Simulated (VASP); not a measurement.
Here is a VASP 6.6.1 calculation.

Contents of INCAR:

```
SYSTEM = Cs2BrF
PREC     = Accurate       ! precision mode
ENCUT    = 520            ! plane-wave cutoff, eV
EDIFF    = 1E-6           ! SCF threshold, eV
ISMEAR   = 0              ! smearing method
SIGMA    = 0.01           ! smearing width, eV
LREAL    = .False.        ! projectors in reciprocal space
LASPH    = .True.         ! aspherical terms in the spheres
NELM     = 60             ! most SCF steps
ALGO     = Normal         ! electronic algorithm
ISIF     = 2              ! what is computed and relaxed
LWAVE    = .False.        ! write WAVECAR
LCHARG   = .False.        ! write CHGCAR
GGA      = PS             ! functional
NBANDS   = 24             ! bands
```

Contents of KPOINTS:

```
Automatic mesh
0
Gamma
  6 6 6
  0 0 0
```

POSCAR

```
Cs2BrF
1.0
    2.2777123341      1.3150378294      7.7672652473
   -2.2777123341      1.3150378294      7.7672652473
    0.0000000000     -2.6300756583      7.7672652474
Cs Br F
2 1 1
Direct
    0.2661399672      0.2661399672      0.2661399672
    0.7338600328      0.7338600328      0.7338600328
    0.5000000000      0.5000000000      0.5000000000
    0.0000000000      0.0000000000      0.0000000000
```

Potentials or basis: VASP PAW PBE potentials, release 64 (Cs_sv, Br, F).

Run with:

```sh
$ cat potpaw_PBE.64/Cs_sv/POTCAR potpaw_PBE.64/Br/POTCAR potpaw_PBE.64/F/POTCAR > POTCAR
$ mpirun -np 1 vasp_std > vasp.out
```

Q: Predict the pressure.

A: 0.0 GPa.

Q: What does it give for the band gap on the k mesh?

A: 4.37 eV.

Caveat: the PAW data sets were made with another functional, which shifts forces and pressure a little; spin-orbit coupling is left out, which moves the levels of the heavy elements. A k mesh can miss the band edges.
